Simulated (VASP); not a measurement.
# Si (R3) in VASP: notebook

Runs on Si. Level: LDA. Tasks: single point.

All numbers are computed with VASP 6.6.1; they aren't measurements. Logs are shortened: lines on timing, memory, paths and dates and some standing lists are left out, and cuts for length are marked.

**1. The cell of the first run**

It takes space group R3 (No. 146, trigonal). The conventional cell has a = 9.288 Å, b = 9.288 Å, c = 5.688 Å, α = 90.00°, β = 90.00°, γ = 120.00°. Within 2.9 Å of Si (site symmetry 3) lie 4 Si at 2.19 to 2.38 Å. Si (site symmetry 1) has 4 Si at 2.33 to 2.38 Å within 3.1 Å. Within 2.9 Å of Si (site symmetry 3) lie 4 Si at 2.19 to 2.36 Å. Si (site symmetry 1) has 4 Si at 2.33 to 2.36 Å within 3.1 Å.

**2. Single point, LDA (atom 1 (Si) moved +0.133 Å towards its neighbour atom 5 (Si) at 2.326 Å)**

The input, INCAR:

```
ALGO = Normal ; EDIFF = 1E-6
ENCUT = 520 ; ISIF = 2
ISMEAR = 0 ; LASPH = True
LCHARG = False ; LREAL = False
LWAVE = False ; NBANDS = 26
NELM = 100 ; PREC = Accurate
SIGMA = 0.15
```

The input, KPOINTS:

```
k-points
0
Gamma
  8 8 8
```

The input, POSCAR:

```
Si
1.0
   -3.2836945433      3.2836945433      3.2836945433
    3.2836945433     -3.2836945433      3.2836945433
    3.2836945433      3.2836945433     -3.2836945433
Si
8
Direct
    0.1810464521      0.1810464521      0.1810464521
    0.5000000000      0.0000000000      0.2955162915
    0.2955162915      0.5000000000      0.0000000000
    0.0000000000      0.2955162915      0.5000000000
    0.7955162915      0.7955162915      0.7955162915
    0.5000000000      0.0000000000      0.7044837085
    0.7044837085      0.5000000000      0.0000000000
    0.0000000000      0.7044837085      0.5000000000
```

Potentials or basis: VASP PAW LDA potentials, release 64 (Si).

On the command line:

```console
> cat potpaw_LDA.64/Si/POTCAR > POTCAR
> mpirun -np 1 vasp_std > vasp.out
```

OUTCAR:

```text
EDIFF = 1E-6
   ENCUT = 520
   ISIF = 2
   ISMEAR = 0
   LASPH = True
   LREAL = False
   NELM = 100
   PREC = Accurate

 ion  position               nearest neighbor table
   1  0.181  0.181  0.181-   5 2.19   3 2.38   4 2.38   2 2.38
   2  0.500  0.000  0.296-   6 2.33   4 2.36   3 2.36   1 2.38
   3  0.296  0.500  0.000-   7 2.33   2 2.36   4 2.36   1 2.38
   4  0.000  0.296  0.500-   8 2.33   2 2.36   3 2.36   1 2.38
   5  0.796  0.796  0.796-   1 2.19   6 2.36   7 2.36   8 2.36
   6  0.500  0.000  0.704-   2 2.33   8 2.36   7 2.36   5 2.36
   7  0.704  0.500  0.000-   3 2.33   5 2.36   8 2.36   6 2.36
   8  0.000  0.704  0.500-   4 2.33   6 2.36   5 2.36   7 2.36

  LATTYP: Found a body centered cubic cell.
 ALAT       =     6.5673890866

  Lattice vectors:

 A1 = (  -3.2836945433,   3.2836945433,   3.2836945433)
 A2 = (   3.2836945433,  -3.2836945433,   3.2836945433)
 A3 = (   3.2836945433,   3.2836945433,  -3.2836945433)

Analysis of symmetry for initial positions (statically):
=====================================================================
 Subroutine PRICEL returns:
 Original cell was already a primitive cell.

 Routine SETGRP: Setting up the symmetry group for a
 body centered cubic supercell.

 Subroutine GETGRP returns: Found  3 space group operations
 (whereof  3 operations were pure point group operations)
 out of a pool of 48 trial point group operations.

The static configuration has the point symmetry C_3 .

Analysis of symmetry for dynamics (positions and initial velocities):
=====================================================================
 Subroutine PRICEL returns:
 Original cell was already a primitive cell.

 Routine SETGRP: Setting up the symmetry group for a
 body centered cubic supercell.

 Subroutine GETGRP returns: Found  3 space group operations
 (whereof  3 operations were pure point group operations)
 out of a pool of 48 trial point group operations.

The dynamic configuration has the point symmetry C_3 .

 Subroutine INISYM returns: Found  3 space group operations
 (whereof  3 operations are pure point group operations),
 and found     1 'primitive' translations

----------------------------------------------------------------------------------------

                                     Primitive cell

  volume of cell :     141.6277

  direct lattice vectors                    reciprocal lattice vectors
[... 104 lines left out ...]
   NFREE  =      0    steps in history (QN), initial steepest desc. (CG)
   ISIF   =      2    stress and relaxation
   ISYM   =      2    0-nonsym 1-usesym 2-fastsym
   POTIM  = 0.5000    time-step for ionic-motion
   TEBEG  =    0.0;   TEEND  =   0.0 temperature during run
   PSTRESS=    0.0 pullay stress
   NELECT =      32.0000    total number of electrons
   NUPDOWN=      -1.0000    fix difference up-down
   EMIN   =  10.00;   EMAX   =-10.00  energy-range for DOS
   EFERMI =   0.00;   METHOD = LEGACY
   ISMEAR =     0;   SIGMA  =   0.15  broadening in eV -4-tet -1-fermi 0-gaus
   EFERMI_NEDOS =   21; number of points for ismear=-14 and -15
   IALGO  =     38    algorithm
   IMIX   =      4    mixing-type and parameters
     AMIX     =   0.40;   BMIX     =  1.00
     AMIX_MAG =   1.60;   BMIX_MAG =  1.00
  volume/ion in A,a.u.               =      17.70       119.47
  Fermi-wavevector in a.u.,A,eV,Ry     =   0.997108  1.884260 13.527236  0.994224
  Thomas-Fermi vector in A             =   2.129242
   LORBIT       =      0    0 simple, 1 ext, 2 COOP (PROOUT), +10 PAW based schemes
   GGA     = CA    functional components
   LHFCALC =     F    Hartree Fock is set to
   AEXX    =    0.0000 exact exchange contribution
   IVDW    =     0    specifies the selected vdW correction
   LEPSILON=     F    determine dielectric tensor
   LRPA    =     F    only Hartree local field effects (RPA)
 non-spin polarized calculation
 Gauss-broadening in eV      SIGMA  =   0.15
  energy-cutoff  :      520.00
  volume of cell :      141.63
 maximum number of plane-waves:      3884
   NGX = 21   NGY = 21   NGZ = 21

 number of electron      32.0000002 magnetization

 Free energy of the ion-electron system (eV)
  ---------------------------------------------------
  ext. energy  EPLUGINS =         0.00000000
  ---------------------------------------------------
  free energy    TOTEN  =       -46.60671492 eV

  energy without entropy =      -46.59631588  energy(sigma->0) =      -46.60151540

 E-fermi :   7.4009     XC(G=0): -10.2199

 val. band max:        7.3963396027   @ k =   0.3750  -0.3750   0.5000
 cond. band min:       7.4063495030   @ k =   0.5000   0.5000   0.5000
 fundamental gap:      0.0100099003
 Fermi energy:         7.4009137038

 k-point     1 :       0.0000    0.0000    0.0000
  band No.  band energies     occupation
      1      -5.5164      2.00000
      2      -0.9717      2.00000
      3      -0.8778      2.00000
      4      -0.5970      2.00000
      5      -0.5970      2.00000
      6       0.8614      2.00000
[... 685 lines left out ...]
     25      11.8710      0.00000
     26      12.1930      0.00000

 [... further k-points ...]

------------------------ aborting loop because EDIFF is reached ----------------------------------------

  FORCE on cell =-STRESS in cart. coord.  units (eV):
  Direction    XX          YY          ZZ          XY          YZ          ZX
  --------------------------------------------------------------------------------------
  -------------------------------------------------------------------------------------
  Total        0.8109503      0.8109503      0.8109503      1.0998662      1.0998662      1.0998662
  in kB        9.1739545      9.1739545      9.1739545     12.4423440     12.4423440     12.4423440
  external PRESSURE =       9.1739545 kB  Pullay stress =       0.0000000 kB

 VOLUME and BASIS-vectors are now :
 -----------------------------------------------------------------------------
  energy-cutoff  :      520.00
  volume of cell :      141.63
      direct lattice vectors                 reciprocal lattice vectors
    -3.283694543  3.283694543  3.283694543     0.000000000  0.152267513  0.152267513
     3.283694543 -3.283694543  3.283694543     0.152267513  0.000000000  0.152267513
     3.283694543  3.283694543 -3.283694543     0.152267513  0.152267513  0.000000000

 POSITION                                       TOTAL-FORCE (eV/Angst)
 -----------------------------------------------------------------------------------
      0.59450      0.59450      0.59450         0.966614      0.966614      0.966614
     -0.67146      2.61223      0.67146         0.079629     -0.152194     -0.057611
      0.67146     -0.67146      2.61223        -0.057611      0.079629     -0.152194
      2.61223      0.67146     -0.67146        -0.152194     -0.057611      0.079629
      2.61223      2.61223      2.61223        -0.763583     -0.763583     -0.763583
      0.67146      3.95516     -0.67146        -0.003670     -0.043598     -0.025586
     -0.67146      0.67146      3.95516        -0.025586     -0.003670     -0.043598
      3.95516     -0.67146      0.67146        -0.043598     -0.025586     -0.003670
 -----------------------------------------------------------------------------------
    total drift:                               -0.000009     -0.000009     -0.000009

  FREE ENERGIE OF THE ION-ELECTRON SYSTEM (eV)
  ---------------------------------------------------
  free  energy   TOTEN  =       -46.6067149229 eV

  energy  without entropy=      -46.5963158782  energy(sigma->0) =      -46.60151540
```

OSZICAR:

```text
N       E                     dE             d eps       ncg     rms          rms(c)
DAV:   1     0.560650957568E+02    0.56065E+02   -0.12183E+04  4680   0.103E+03
DAV:   2    -0.425870640842E+02   -0.98652E+02   -0.90848E+02  5802   0.146E+02
DAV:   3    -0.475077124248E+02   -0.49206E+01   -0.48054E+01  6250   0.295E+01
DAV:   4    -0.475838265135E+02   -0.76114E-01   -0.75878E-01  5838   0.461E+00
DAV:   5    -0.475852366871E+02   -0.14102E-02   -0.14084E-02  6220   0.578E-01    0.102E+01
DAV:   6    -0.468413642547E+02    0.74387E+00   -0.49794E-01  5716   0.301E+00    0.598E+00
DAV:   7    -0.466145564254E+02    0.22681E+00   -0.64380E-01  5876   0.324E+00    0.850E-01
DAV:   8    -0.466072375143E+02    0.73189E-02   -0.99942E-02  5428   0.154E+00    0.518E-01
DAV:   9    -0.466071586251E+02    0.78889E-04   -0.53687E-03  5702   0.400E-01    0.188E-01
DAV:  10    -0.466067195336E+02    0.43909E-03   -0.95181E-04  5818   0.156E-01    0.523E-02
DAV:  11    -0.466067231483E+02   -0.36147E-05   -0.30096E-04  5824   0.734E-02    0.371E-02
DAV:  12    -0.466067146590E+02    0.84893E-05   -0.46158E-05  5546   0.325E-02    0.290E-02
DAV:  13    -0.466067149229E+02   -0.26387E-06   -0.22519E-06  4536   0.704E-03
   1 F= -.46606715E+02 E0= -.46601515E+02  d E =-.103990E-01
```

Wall time 6 min (1 thread of Intel Xeon 8259CL, shared host); peak memory 0.35 GiB.

Results:

| Quantity | Value |
| --- | --- |
| Free energy | -46.6067 eV |
| Pressure | 0.9 GPa |
| Largest force | 1.674 eV/Å |
| Band gap on the k mesh | zero (bands 16 and 17 overlap by 0.25 eV) |

Forces in eV/Å, atoms in the order of the input:
```
Si   0.967  0.967  0.967
Si   0.080 -0.152 -0.058
Si  -0.058  0.080 -0.152
Si  -0.152 -0.058  0.080
Si  -0.764 -0.764 -0.764
Si  -0.004 -0.044 -0.026
Si  -0.026 -0.004 -0.044
Si  -0.044 -0.026 -0.004
```

Stress tensor (GPa, compression positive):
```
0.92 1.24 1.24
1.24 0.92 1.24
1.24 1.24 0.92
```

Caveat: the cell differs from its parent crystal (atom 1 (Si) moved +0.133 Å towards its neighbour atom 5 (Si) at 2.326 Å); semilocal functionals underestimate gaps, and a narrow one can read as zero; forces of over 1 eV/Å act on the atoms, so gaps and moduli don't describe the material at rest.

**3. Single point, LDA (atom 1 (Si) moved -0.067 Å towards its neighbour atom 5 (Si) at 2.326 Å)**

The input, INCAR:

```
PREC = Accurate ; ENCUT = 520
EDIFF = 1E-7 ; ISMEAR = 0
SIGMA = 0.15 ; LREAL = F
LASPH = T ; NELM = 60
ALGO = Normal ; ISIF = 2
LWAVE = F ; LCHARG = T
LELF = T ; LVHAR = T
NBANDS = 26
```

The input, KPOINTS:

```
Automatic mesh
0
Gamma
  8 8 8
```

POSCAR: that of step 2 with these lines changed.

```diff
@@ -8,3 +8,3 @@
 Direct
-    0.1810464521      0.1810464521      0.1810464521
+    0.2162111279      0.2162111279      0.2162111279
     0.5000000000      0.0000000000      0.2955162915
```

Potentials or basis: VASP PAW LDA potentials, release 64 (Si).

On the command line:

```console
> cat potpaw_LDA.64/Si/POTCAR > POTCAR
> mpirun -np 1 vasp_std > vasp.out
```

Wall time 8.5 min (1 thread of Intel Xeon 8259CL, shared host); peak memory 0.35 GiB.

Results (log left out):

* Free energy: -46.6911 eV
* Pressure: -0.3 GPa
* Largest force: 0.473 eV/Å
* Band gap on the k mesh: zero (bands 16 and 17 overlap by 0.21 eV)

Forces in eV/Å, atoms in the order of the input:
```
Si  -0.273 -0.273 -0.273
Si  -0.048  0.043  0.027
Si   0.027 -0.048  0.043
Si   0.043  0.027 -0.048
Si   0.199  0.199  0.199
Si   0.016  0.030  0.006
Si   0.006  0.016  0.030
Si   0.030  0.006  0.016
```

Stress tensor (GPa, compression positive):
```
-0.25 -0.45 -0.45
-0.45 -0.25 -0.45
-0.45 -0.45 -0.25
```

Levels at points of the mesh, in eV from the Fermi level:
```
           k point  band 14  band 15  band 16  band 17  band 18  band 19
(0.00, 0.00, 0.00)    -1.47    -1.47    -0.77     1.73     1.77     1.77
(0.50, 0.00, 0.00)    -2.09    -1.32    -1.26     0.28     0.36     2.01
(0.50, 0.00, 0.50)    -2.10    -1.33    -1.31     0.34     0.40     2.02
(0.50, 0.50, 0.50)    -0.70     0.24     0.24     0.37     2.85     2.90
```

Caveat: the cell differs from its parent crystal (atom 1 (Si) moved -0.067 Å towards its neighbour atom 5 (Si) at 2.326 Å); semilocal functionals underestimate gaps, and a narrow one can read as zero.

**4. Single point, LDA (atom 1 (Si) moved -0.133 Å towards its neighbour atom 5 (Si) at 2.326 Å)**

The input, INCAR:

```
ALGO = Normal ; EDIFF = 1E-6
ENCUT = 520 ; GGA = CA
ISIF = 2 ; ISMEAR = 0
LASPH = True ; LCHARG = False
LREAL = False ; LWAVE = False
NBANDS = 26 ; NELM = 100
PREC = Accurate ; SIGMA = 0.15
```

The input, KPOINTS:

```
k-points
0
Gamma
  8 8 8
```

POSCAR: that of step 3 with these lines changed.

```diff
@@ -8,3 +8,3 @@
 Direct
-    0.2162111279      0.2162111279      0.2162111279
+    0.2279209649      0.2279209649      0.2279209649
     0.5000000000      0.0000000000      0.2955162915
```

On the command line:

```console
> cat potpaw_LDA.64/Si/POTCAR > POTCAR
> mpirun -np 1 vasp_std > vasp.out
```

It took 7.1 min on 1 thread of Intel Xeon 8259CL, shared host; peak memory 0.35 GiB.

Results (log left out):

| Property | Result |
| --- | --- |
| Free energy | -46.6485 eV |
| Pressure | -0.5 GPa |
| Largest force | 0.776 eV/Å |
| Band gap on the k mesh | zero (bands 16 and 17 overlap by 0.23 eV) |

Forces on the atoms (eV/Å):
```
Si  -0.448 -0.448 -0.448
Si  -0.087  0.077  0.040
Si   0.040 -0.087  0.077
Si   0.077  0.040 -0.087
Si   0.317  0.317  0.317
Si   0.029  0.052  0.021
Si   0.021  0.029  0.052
Si   0.052  0.021  0.029
```

Stress tensor (GPa, compression positive):
```
-0.49 -0.80 -0.80
-0.80 -0.49 -0.80
-0.80 -0.80 -0.49
```

Levels at points of the mesh, in eV from the Fermi level:
```csv
k point,band 13,band 14,band 15,band 16,band 17,band 18,band 19,band 20
"(0.00, 0.00, 0.00)",-4.18,-1.47,-1.47,-0.73,1.75,1.82,1.82,3.81
"(0.50, 0.00, 0.00)",-2.04,-2.04,-1.31,-1.17,0.21,0.37,1.99,2.08
"(0.50, 0.00, 0.50)",-2.16,-2.03,-1.33,-1.29,0.34,0.45,2.00,2.08
"(0.50, 0.50, 0.50)",-2.60,-0.75,0.25,0.25,0.52,2.78,2.90,2.90
```

Caveat: the cell differs from its parent crystal (atom 1 (Si) moved -0.133 Å towards its neighbour atom 5 (Si) at 2.326 Å); semilocal functionals underestimate gaps, and a narrow one can read as zero.

**5. Overview**

| cell | gap on the mesh (eV) | pressure (GPa) | largest force (eV/Å) |
| --- | --- | --- | --- |
| as given, atomic positions A | none | 0.9 | 1.67 |
| as given, atomic positions B | none | -0.3 | 0.47 |
| as given, atomic positions C | none | -0.5 | 0.78 |

Alike in all rows: task single point; level LDA; potentials or basis VASP PAW LDA potentials, release 64 (Si); no spin polarisation; k mesh 8 × 8 × 8; cutoff (eV) 520; smearing gaussian 0.15 eV.

Caveats: semilocal functionals underestimate gaps, and a narrow one can read as zero; forces of over 1 eV/Å act on the atoms, so gaps and moduli don't describe the material at rest (at least some runs).

Absolute energies hang on the potentials; compare differences alone.

The gap in the log of VASP goes by the Fermi energy; the results here count the filled bands.